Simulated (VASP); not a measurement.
Runs of VASP 6.6.1 on Ir. The structure is that of space group Fm-3m (No. 225), or close to it. The cells are those of the table. 

```tsv
cell	gap on the mesh (eV)	pressure (GPa)
a = 2.661 Å, angles 60.0°, 1 atom	none	25.6
a = 2.718 Å, angles 60.0°, 1 atom	none	-2.7
a = 2.773 Å, angles 60.0°, 1 atom	none	-22.0
a = 2.690 Å, angles 60.0°, 1 atom	none	(a)
```

Alike in all rows: task single point; level HSE06; potentials or basis VASP PAW PBE potentials, release 64 (Ir); no spin polarisation; k mesh 6 × 6 × 6; cutoff (eV) 520; smearing fermi-dirac 0.1 eV.

Q: Estimate the missing entries.

A: (a) 10.1.

Caveats: all runs use coarse meshes; the PAW data sets were made with another functional, which shifts forces and pressure a little; spin-orbit coupling is left out, which moves the levels of the heavy elements.

A k mesh can miss the band edges, and the runs leave out spin-orbit coupling on Ir.

A gap of «none» marks levels without a gap at the run's occupations.
